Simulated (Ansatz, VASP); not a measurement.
BeCd3Te4 in VASP and in Ansatz

```xyz
16
Lattice="9.0717 0.0000 0.0000 0.0000 7.7911 0.0000 0.0000 0.0000 7.4248" Properties=species:S:1:pos:R:3 pbc="T T T"
Be    4.5358    1.3555    3.6969
Be    0.0000    6.4356   -0.0155
Cd    6.8284    2.5673    0.0065
Cd    2.2433    2.5673    0.0065
Cd    0.0000    1.1882    3.7070
Cd    2.2925    5.2239    3.7189
Cd    6.7791    5.2239    3.7189
Cd    4.5358    6.6029   -0.0054
Te    0.0000    0.9859    6.5757
Te    4.5358    1.3994    6.1802
Te    2.4727    2.4892    2.8697
Te    6.5990    2.4892    2.8697
Te    4.5358    6.8052    2.8634
Te    0.0000    6.3917    2.4679
Te    7.0086    5.3019    6.5821
Te    2.0631    5.3019    6.5821
```

Alike in both runs: functional PBE; k mesh 2 × 2 × 3; occupations gaussian, width 0.2 eV; no spin polarisation.

Ansatz relaxed the structure, and its values are those at the end. VASP's run is a single point on that final structure, the one shown.

```csv
,VASP,Ansatz
version,VASP 6.6.1,Ansatz 0.2.0
potentials or method,"VASP PAW PBE potentials, release 64 (Be, Cd, Te), cutoff 600 eV","scalar-relativistic, plane waves, PAW"
valence electrons in the cell,124,252
```

|  | VASP | Ansatz | Ansatz less VASP |
| --- | --- | --- | --- |
| gap on the k mesh at the Fermi level (eV) | 1.04 | 1.04 | +0.001 |
| least direct gap on the mesh (eV) | 1.04 | 1.04 | +0.001 |
| pressure (GPa) | -0.5 | -0.6 | -0.07 |
| rms of the force components (eV/Å) | 0.023 | 0.022 | -0.0010 |

VASP's potentials hold 124 valence electrons a cell and Ansatz's 252, so a difference there can come from the potentials and not from the codes.

Neither program's run includes spin-orbit coupling.
